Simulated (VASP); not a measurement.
# Sc3As (Im-3m) in VASP: further runs

Sc3As is run at these levels: PBE; tasks: single point, relaxation of cell and atoms.

All numbers are computed with VASP 6.6.1; they aren't measurements. Logs are shortened: lines on timing, memory, paths and dates and some standing lists are left out, and cuts for length are marked.

### Step 1. The cell of the first run

The structure is cubic, space group Im-3m (No. 229). The conventional cell has a = 5.443 Å, b = 5.443 Å, c = 5.443 Å, α = 90.00°, β = 90.00°, γ = 90.00°. Within 3.6 Å of Sc (site symmetry 4/mmm) lie 4 Sc at 2.72 Å and 2 As at 2.72 Å. Within 3.6 Å of As (site symmetry m-3m) lie 6 Sc at 2.72 Å.

The cell was generated, and may not be a known phase.

### Step 2. Single point, PBE

Contents of INCAR:

```
ALGO = Fast
EDIFF = 1E-6
ENCUT = 520
GGA = PE
ISIF = 2
ISMEAR = 0
LASPH = T
LCHARG = F
LREAL = F
LWAVE = F
NBANDS = 27
NELM = 100
PREC = Accurate
SIGMA = 0.1
```

Contents of KPOINTS:

```
k-points
0
Gamma
  4 4 4
```

Contents of POSCAR:

```
Sc3As
1.0
   -2.7215713800      2.7215713800      2.7215713800
    2.7215713800     -2.7215713800      2.7215713800
    2.7215713800      2.7215713800     -2.7215713800
Sc As
3 1
Direct
    0.0000000000      0.5000000000      0.5000000000
    0.5000000000      0.0000000000      0.5000000000
    0.5000000000      0.5000000000      0.0000000000
    0.0000000000      0.0000000000      0.0000000000
```

Potentials or basis: VASP PAW PBE potentials, release 64 (Sc_sv, As).

Run with:

```
$ cat potpaw_PBE.64/Sc_sv/POTCAR potpaw_PBE.64/As/POTCAR > POTCAR
$ mpirun -np 1 vasp_std > vasp.out
```

OUTCAR:

```text
EDIFF = 1E-6
   ENCUT = 520
   GGA = PE
   ISIF = 2
   ISMEAR = 0
   LASPH = T
   LREAL = F
   NELM = 100
   PREC = Accurate

 ion  position               nearest neighbor table
   1  0.000  0.500  0.500-   2 2.72   3 2.72   4 2.72   4 2.72   3 2.72   2 2.72
   2  0.500  0.000  0.500-   1 2.72   3 2.72   4 2.72   3 2.72   4 2.72   1 2.72
   3  0.500  0.500  0.000-   1 2.72   2 2.72   4 2.72   2 2.72   1 2.72   4 2.72
   4  0.000  0.000  0.000-   1 2.72   2 2.72   3 2.72   1 2.72   2 2.72   3 2.72

  LATTYP: Found a body centered cubic cell.
 ALAT       =     5.4431427600

  Lattice vectors:

 A1 = (  -2.7215713800,   2.7215713800,   2.7215713800)
 A2 = (   2.7215713800,  -2.7215713800,   2.7215713800)
 A3 = (   2.7215713800,   2.7215713800,  -2.7215713800)

Analysis of symmetry for initial positions (statically):
=====================================================================
 Subroutine PRICEL returns:
 Original cell was already a primitive cell.

 Routine SETGRP: Setting up the symmetry group for a
 body centered cubic supercell.

 Subroutine GETGRP returns: Found 48 space group operations
 (whereof 48 operations were pure point group operations)
 out of a pool of 48 trial point group operations.

The static configuration has the point symmetry O_h .

Analysis of symmetry for dynamics (positions and initial velocities):
=====================================================================
 Subroutine PRICEL returns:
 Original cell was already a primitive cell.

 Routine SETGRP: Setting up the symmetry group for a
 body centered cubic supercell.

 Subroutine GETGRP returns: Found 48 space group operations
 (whereof 48 operations were pure point group operations)
 out of a pool of 48 trial point group operations.

The dynamic configuration has the point symmetry O_h .

 Subroutine INISYM returns: Found 48 space group operations
 (whereof 48 operations are pure point group operations),
 and found     1 'primitive' translations

----------------------------------------------------------------------------------------

                                     Primitive cell

  volume of cell :      80.6342

  direct lattice vectors                    reciprocal lattice vectors
    -2.721571380  2.721571380  2.721571380     0.000000000  0.183717393  0.183717393
     2.721571380 -2.721571380  2.721571380     0.183717393  0.000000000  0.183717393
[... 65 lines left out ...]
   ICHARG =      2    charge: 1-file 2-atom 10-const
   ISPIN  =      1    spin polarized calculation?
   LNONCOLLINEAR =      F non collinear calculations
   LSORBIT =      F    spin-orbit coupling
   LASPH  =      T    aspherical Exc in radial PAW
   ENCUT  =  520.0 eV  38.22 Ry    6.18 a.u.   8.76  8.76  8.76*2*pi/ulx,y,z
   NELM   =    100;   NELMIN=  2; NELMDL= -5     # of ELM steps
   EDIFF  = 0.1E-05   stopping-criterion for ELM
   LREAL  =      F    real-space projection
[... 7 lines left out ...]
   TEBEG  =    0.0;   TEEND  =   0.0 temperature during run
   PSTRESS=    0.0 pullay stress
   NELECT =      38.0000    total number of electrons
   NUPDOWN=      -1.0000    fix difference up-down
   EMIN   =  10.00;   EMAX   =-10.00  energy-range for DOS
   EFERMI =   0.00;   METHOD = LEGACY
   ISMEAR =     0;   SIGMA  =   0.10  broadening in eV -4-tet -1-fermi 0-gaus
   EFERMI_NEDOS =   21; number of points for ismear=-14 and -15
   IALGO  =     68    algorithm
   IMIX   =      4    mixing-type and parameters
     AMIX     =   0.40;   BMIX     =  1.00
     AMIX_MAG =   1.60;   BMIX_MAG =  1.00
  volume/ion in A,a.u.               =      20.16       136.04
  Fermi-wavevector in a.u.,A,eV,Ry     =   1.273981  2.407475 22.082633  1.623028
  Thomas-Fermi vector in A             =   2.406774
   LORBIT       =      0    0 simple, 1 ext, 2 COOP (PROOUT), +10 PAW based schemes
   GGA     = PE    functional components
   LHFCALC =     F    Hartree Fock is set to
   AEXX    =    0.0000 exact exchange contribution
   IVDW    =     0    specifies the selected vdW correction
   LEPSILON=     F    determine dielectric tensor
   LRPA    =     F    only Hartree local field effects (RPA)
 non-spin polarized calculation
 RMM-DIIS sequential band-by-band and
 Gauss-broadening in eV      SIGMA  =   0.10
  energy-cutoff  :      520.00
  volume of cell :       80.63
 maximum number of plane-waves:      2214
   NGX = 17   NGY = 17   NGZ = 17

 number of electron      38.0000013 magnetization

 Free energy of the ion-electron system (eV)
  ---------------------------------------------------
  ext. energy  EPLUGINS =         0.00000000
  ---------------------------------------------------
  free energy    TOTEN  =       -22.40178748 eV

  energy without entropy =      -22.36183070  energy(sigma->0) =      -22.38180909

 E-fermi :   5.3235     XC(G=0): -10.5497

 val. band max:        5.2864183199   @ k =   0.2500   0.2500   0.0000
 cond. band min:       5.3600287046   @ k =   0.2500   0.0000   0.0000
 fundamental gap:      0.0736103846
 Fermi energy:         5.3235385650

 k-point     1 :       0.0000    0.0000    0.0000
  band No.  band energies     occupation
      1     -43.8881      2.00000
      2     -43.6433      2.00000
      3     -43.6433      2.00000
      4     -23.0232      2.00000
      5     -23.0232      2.00000
      6     -23.0232      2.00000
[... 229 lines left out ...]
     26       8.1768      0.00000
     27       8.1814      0.00000

------------------------ aborting loop because EDIFF is reached ----------------------------------------

  FORCE on cell =-STRESS in cart. coord.  units (eV):
  Direction    XX          YY          ZZ          XY          YZ          ZX
  --------------------------------------------------------------------------------------
  -------------------------------------------------------------------------------------
  Total        5.1610764      5.1610764      5.1610764     -0.0000000      0.0000000     -0.0000000
  in kB      102.5490621    102.5490621    102.5490621     -0.0000000      0.0000000     -0.0000000
  external PRESSURE =     102.5490621 kB  Pullay stress =       0.0000000 kB

 VOLUME and BASIS-vectors are now :
 -----------------------------------------------------------------------------
  energy-cutoff  :      520.00
  volume of cell :       80.63
      direct lattice vectors                 reciprocal lattice vectors
    -2.721571380  2.721571380  2.721571380     0.000000000  0.183717393  0.183717393
     2.721571380 -2.721571380  2.721571380     0.183717393  0.000000000  0.183717393
     2.721571380  2.721571380 -2.721571380     0.183717393  0.183717393  0.000000000

 POSITION                                       TOTAL-FORCE (eV/Angst)
 -----------------------------------------------------------------------------------
      2.72157      0.00000      0.00000        -0.000000      0.000000      0.000000
      0.00000      2.72157      0.00000         0.000000      0.000000     -0.000000
      0.00000      0.00000      2.72157        -0.000000     -0.000000     -0.000000
      0.00000      0.00000      0.00000         0.000000     -0.000000      0.000000
 -----------------------------------------------------------------------------------
    total drift:                                0.000000      0.000000     -0.000000

  FREE ENERGIE OF THE ION-ELECTRON SYSTEM (eV)
  ---------------------------------------------------
  free  energy   TOTEN  =       -22.4017874834 eV

  energy  without entropy=      -22.3618307014  energy(sigma->0) =      -22.38180909
```

OSZICAR:

```text
N       E                     dE             d eps       ncg     rms          rms(c)
DAV:   1     0.672120243931E+03    0.67212E+03   -0.17992E+04   440   0.151E+03
DAV:   2     0.215724369451E+02   -0.65055E+03   -0.64151E+03   560   0.638E+02
DAV:   3    -0.227448990742E+02   -0.44317E+02   -0.43415E+02   707   0.209E+02
DAV:   4    -0.242071742072E+02   -0.14623E+01   -0.14365E+01   712   0.361E+01
DAV:   5    -0.242407907685E+02   -0.33617E-01   -0.33270E-01   720   0.608E+00    0.119E+01
RMM:   6    -0.222550993464E+02    0.19857E+01   -0.44741E+00   489   0.200E+01    0.368E+00
RMM:   7    -0.223855722112E+02   -0.13047E+00   -0.23217E+00   569   0.718E+00    0.194E+00
RMM:   8    -0.223986784248E+02   -0.13106E-01   -0.26994E-01   593   0.393E+00    0.129E+00
RMM:   9    -0.224087286432E+02   -0.10050E-01   -0.22743E-01   584   0.254E+00    0.569E-01
RMM:  10    -0.224026479621E+02    0.60807E-02   -0.31687E-02   570   0.155E+00    0.246E-01
RMM:  11    -0.224023091874E+02    0.33877E-03   -0.11640E-02   607   0.574E-01    0.156E-01
RMM:  12    -0.224017271377E+02    0.58205E-03   -0.26294E-03   638   0.340E-01    0.388E-02
RMM:  13    -0.224017809424E+02   -0.53805E-04   -0.67117E-04   656   0.138E-01    0.313E-02
RMM:  14    -0.224017880463E+02   -0.71039E-05   -0.13624E-04   610   0.558E-02    0.189E-02
RMM:  15    -0.224017867208E+02    0.13256E-05   -0.39363E-05   522   0.376E-02    0.492E-03
RMM:  16    -0.224017875962E+02   -0.87545E-06   -0.16345E-05   470   0.182E-02    0.414E-03
RMM:  17    -0.224017874834E+02    0.11279E-06   -0.49520E-06   429   0.159E-02
   1 F= -.22401787E+02 E0= -.22381809E+02  d E =-.399568E-01
```

stdout:

```text
POSCAR found type information on POSCAR ScAs
 POSCAR found :  2 types and       4 ions
 scaLAPACK will be used
 LDA part: xc-table for (Slater+PW92), standard interpolation
 POSCAR, INCAR and KPOINTS ok, starting setup
 FFT: planning ... GRIDC
 FFT: planning ... GRID_SOFT
 FFT: planning ... GRID
 WAVECAR not read
 entering main loop
```

It took 47 s on 1 thread of Oxide Virtual Turin-like, shared host; peak memory 0.16 GiB.

What came out:

```yaml
Free_energy: -22.4018 eV
Pressure: 10.3 GPa
Band_gap_on_the_k_mesh: zero (bands 19 and 20 overlap by 1.94 eV)
```

Levels at points of the mesh, in eV from the Fermi level:
| k point | band 16 | band 17 | band 18 | band 19 | band 20 | band 21 | band 22 | band 23 |
| --- | --- | --- | --- | --- | --- | --- | --- | --- |
| (0.00, 0.00, 0.00) | -1.88 | -1.88 | -1.57 | -1.57 | -1.57 | -0.46 | -0.46 | 2.67 |
| (0.50, 0.00, 0.00) | -2.99 | -0.57 | -0.29 | -0.28 | 0.69 | 1.00 | 1.26 | 1.52 |
| (0.50, 0.50, 0.50) | -3.18 | -1.27 | -1.27 | -0.25 | -0.25 | -0.25 | -0.12 | 2.32 |

Caveat: the k points lie up to 0.41 Å⁻¹ apart, too coarse for converged energies and pressures of a metal.

### Step 3. Single point, PBE

This run uses another cell than the first one, of 23.57 Å³/atom.

Contents of INCAR:

```
ALGO = Fast ; EDIFF = 1E-7
ENCUT = 520 ; GGA = PE
ISIF = 2 ; ISMEAR = 0
LASPH = True ; LCHARG = True
LELF = True ; LREAL = False
LVHAR = True ; LWAVE = False
NBANDS = 27 ; NELM = 60
PREC = Accurate ; SIGMA = 0.1
```

KPOINTS is that of step 2.

Contents of POSCAR:

```
Sc3As
1.0
   -2.8672035062      2.8672035062      2.8672035062
    2.8672035062     -2.8672035062      2.8672035062
    2.8672035062      2.8672035062     -2.8672035062
Sc As
3 1
Direct
    0.0000000000      0.5000000000      0.5000000000
    0.5000000000      0.0000000000      0.5000000000
    0.5000000000      0.5000000000      0.0000000000
    0.0000000000      0.0000000000      0.0000000000
```

Potentials or basis: VASP PAW PBE potentials, release 64 (Sc_sv, As).

Run with:

```
$ cat potpaw_PBE.64/Sc_sv/POTCAR potpaw_PBE.64/As/POTCAR > POTCAR
$ mpirun -np 1 vasp_std > vasp.out
```

Wall time 70 s (1 thread of Oxide Virtual Turin-like, shared host); peak memory 0.18 GiB.

The run converged. Its results:

```
Free energy            : -22.8030 eV
Pressure               : 0.3 GPa
Band gap on the k mesh : zero (bands 19 and 20 overlap by 1.59 eV)
```

Levels at points of the mesh, in eV from the Fermi level:
```csv
k point,band 17,band 18,band 19,band 20,band 21,band 22
"(0.00, 0.00, 0.00)",-1.51,-1.37,-1.37,-1.37,-0.35,-0.35
"(0.50, 0.00, 0.00)",-0.55,-0.52,-0.13,0.76,0.76,1.06
"(0.50, 0.50, 0.50)",-1.38,-1.38,-0.03,-0.02,-0.02,-0.02
```

Caveat: the k points lie up to 0.39 Å⁻¹ apart, too coarse for converged energies and pressures of a metal.

### Step 4. Relaxation of cell and atoms, PBE

Contents of INCAR:

```
  ALGO = Normal
  EDIFF = 1E-6
  EDIFFG = -0.04
  ENCUT = 600
  GGA = PE
  IBRION = 2
  ISIF = 3
  ISMEAR = 0
  LASPH = T
  LCHARG = F
  LREAL = F
  LWAVE = F
  NELM = 100
  NSW = 90
  PREC = Accurate
  SIGMA = 0.1
```

KPOINTS is that of step 3.

Contents of POSCAR:

```
Sc3As
1.0
   -2.7215713800      2.7215713800      2.7215713800
    2.7215713800     -2.7215713800      2.7215713800
    2.7215713800      2.7215713800     -2.7215713800
Sc As
3 1
Direct
    0.0000000000      0.5000000000      0.5000000000
    0.5000000000      0.0000000000      0.5000000000
    0.5000000000      0.5000000000      0.0000000000
    0.0000000000      0.0000000000      0.0000000000
```

Run with:

```
$ cat potpaw_PBE.64/Sc_sv/POTCAR potpaw_PBE.64/As/POTCAR > POTCAR
$ mpirun -np 1 vasp_std > vasp.out
```

It took 88 s on 1 thread of Oxide Virtual Turin-like, shared host; peak memory 0.21 GiB.

The run converged. Its results:

| Item | Value |
| --- | --- |
| Free energy | -22.8017 eV |
| Relaxed volume | 23.69 Å³/atom |
| Relaxed cell | a = 4.974 Å, b = 4.974 Å, c = 4.974 Å, α = 109.47°, β = 109.47°, γ = 109.47° |
| Space group after relaxing (to 0.1 Å) | Im-3m (No. 229) |
| Energy gained by relaxing | 99.7 meV/atom |
| Ionic steps | 3 |
| Pressure after relaxing | 0.0 GPa |
| Band gap on the k mesh | zero (bands 19 and 20 overlap by 1.57 eV) |

Step by step:
| step | energy change (eV) | largest force (eV/Å) | pressure (GPa) | volume (Å³) |
| --- | --- | --- | --- | --- |
| 1 | 0.0000 | 0.0000 | 10.29 | 80.63 |
| 2 | -0.3939 | 0.0000 | -0.85 | 96.70 |
| 3 | -0.3989 | 0.0000 | 0.04 | 94.76 |

Final structure:
```yaml
crystal:
  lattice:
    - [-2.87200, 2.87200, 2.87200]
    - [2.87200, -2.87200, 2.87200]
    - [2.87200, 2.87200, -2.87200]
  atoms:
    - { symbol: Sc, position: [0.00000, 0.50000, 0.50000] }
    - { symbol: Sc, position: [0.50000, 0.00000, 0.50000] }
    - { symbol: Sc, position: [0.50000, 0.50000, 0.00000] }
    - { symbol: As, position: [0.00000, 0.00000, 0.00000] }
```

Levels at points of the mesh, in eV from the Fermi level:
```tsv
k point	band 17	band 18	band 19	band 20	band 21	band 22
(0.00, 0.00, 0.00)	-1.51	-1.36	-1.36	-1.36	-0.35	-0.35
(0.50, 0.00, 0.00)	-0.56	-0.52	-0.13	0.75	0.76	1.05
(0.50, 0.50, 0.50)	-1.38	-1.38	-0.03	-0.01	-0.01	-0.01
```

Caveat: the k points lie up to 0.39 Å⁻¹ apart in the final cell, too coarse for converged energies and pressures of a metal; the volume moved by over 15 % at a fixed basis, so the end points are rough.

[end of part 1 of 2]

The gap in the log of VASP goes by the Fermi energy; the results here count the filled bands.